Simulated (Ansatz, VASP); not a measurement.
## P: VASP beside Ansatz

```
P
1.0
    -1.72573    2.98904    0.00000
    -3.45145    0.00000    0.00000
    -1.72573    0.99635    3.12968
P
2
Direct
  0.77292 0.77292 0.68124
  0.22708 0.22708 0.31876
```

Alike in both runs: task single point; functional PBEsol; k mesh 12 × 12 × 12; occupations gaussian, width 0.05 eV; no spin polarisation.

|  | VASP | Ansatz |
| --- | --- | --- |
| version | VASP 6.6.1 | Ansatz 0.2.0 |
| potentials or method | VASP PAW PBE potentials, release 64 (P), cutoff 520 eV | scalar-relativistic, plane waves, PAW |
| valence electrons in the cell | 10 | 10 |

|  | VASP | Ansatz | Ansatz less VASP |
| --- | --- | --- | --- |
| gap on the k mesh at the Fermi level (eV) | none | none | - |
| pressure (GPa) | -1.8 | -1.8 | 0.00 |
| traceless stress, the component that is largest in VASP (GPa) | -0.58 | -0.72 | -0.136 |
| rms of the force components (eV/Å) | 0.172 | 0.190 | +0.0179 |

VASP's potentials were made for PBE, not for PBEsol. Atom by atom the forces differ by 0.018 eV/Å (rms over components). A gap of «none» marks a metal or a gap that the smearing closes. The functional is the same, so the differences come from potentials, cutoffs and numerics.
